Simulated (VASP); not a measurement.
Input of a VASP 6.6.1 run:

INCAR

```
SYSTEM = Na
PREC = Accurate
ENCUT = 600
EDIFF = 1E-6
ISMEAR = 1
SIGMA = 0.1
LREAL = .False.
LASPH = .True.
NELM = 100
ALGO = Normal
ISIF = 3
LWAVE = .False.
LCHARG = .False.
GGA = PE
IBRION = 2
NSW = 80
EDIFFG = -0.02
```

KPOINTS

```
regular mesh
0
Gamma
  12 12 12
  0 0 0
```

File POSCAR:

```
Na
1.0
    3.5100000000      0.0000000000      0.0000000000
    0.0000000000      3.5100000000      0.0000000000
    0.0000000000      0.0000000000      3.5100000000
Na
1
Direct
    0.0000000000      0.0000000000      0.0000000000
```

Potentials or basis: VASP PAW PBE potentials, release 64 (Na_pv).

The run is started by

```bash
$ cat potpaw_PBE.64/Na_pv/POTCAR > POTCAR
$ mpirun -np 1 vasp_std > vasp.out
```

Task: What does it give for the relaxed volume?

Result: 39.49 Å³/atom.

Task: Estimate the space group after relaxing (to 0.05 Å).

Result: Pm-3m (No. 221).

Task: Estimate the relaxed cell.

Result: a = 3.405 Å, b = 3.405 Å, c = 3.405 Å, α = 90.00°, β = 90.00°, γ = 90.00°.

Final structure:
```yaml
crystal:
  lattice:
    - [3.40525, 0.00000, 0.00000]
    - [0.00000, 3.40525, 0.00000]
    - [0.00000, 0.00000, 3.40525]
  atoms:
    - { symbol: Na, position: [0.00000, 0.00000, 0.00000] }
```
